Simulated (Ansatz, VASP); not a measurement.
## One calculation of WC, two programs

INCAR

```
SYSTEM = WC
PREC = Accurate ; ENCUT = 520
EDIFF = 1E-6 ; ISMEAR = 0
SIGMA = 0.15 ; LREAL = .FALSE.
LASPH = .TRUE. ; NELM = 80
ALGO = Normal ; ISIF = 2
LWAVE = .FALSE. ; LCHARG = .TRUE.
GGA = PE ; LELF = .TRUE.
LVHAR = .TRUE. ; NBANDS = 16
```

Contents of KPOINTS:

```
regular mesh
0
G
  18 18 16
  0 0 0
```

POSCAR

```
WC
1.0
    2.9005014360      0.0000000000      0.0000000000
   -1.4502507180      2.5119079273      0.0000000000
    0.0000000000      0.0000000000      2.8290000000
W C
1 1
Direct
    0.0199051882      0.0398103764      0.0000000000
    0.6666666667      0.3333333333      0.5000000000
```

Input for Ansatz:

```yaml
crystal:
  lattice:
    - [2.900501436, 0.0, 0.0]
    - [-1.450250718, 2.5119079273, 0.0]
    - [0.0, 0.0, 2.829]
  atoms:
    - { symbol: W, position: [0.0199051882, 0.0398103764, 0.0] }
    - { symbol: C, position: [0.6666666667, 0.3333333333, 0.5] }
basis:
  ecutwfc: 420
kpoints:
  mp_grid: { grid: [18, 18, 16] }
hamiltonian:
  xc: pbe
scf:
  occupations: { method: gaussian, width: 0.15 }
output:
  forces: true
  stress: true
  eigenvalues: true
```

Alike in both runs: task single point; functional PBE; k mesh 18 × 18 × 16; occupations gaussian, width 0.15 eV; no spin polarisation.

|  | VASP | Ansatz |
| --- | --- | --- |
| version | VASP 6.6.1 | Ansatz 0.2.0 |
| potentials or method | VASP PAW PBE potentials, release 64 (W_sv, C), cutoff 520 eV | scalar-relativistic, plane waves, PAW |
| valence electrons in the cell | 18 | 18 |

```csv
,VASP,Ansatz,Ansatz less VASP
gap on the k mesh at the Fermi level (eV),none,none,-
pressure (GPa),11.1,9.9,-1.17
"traceless stress, the component that is largest in VASP (GPa)",-5.14,-4.94,+0.197
rms of the force components (eV/Å),0.864,0.861,-0.0030
```

Atom by atom the forces differ by 0.003 eV/Å (rms over components). A gap of «none» marks a metal or a gap that the smearing closes.

Neither program's run includes spin-orbit coupling.
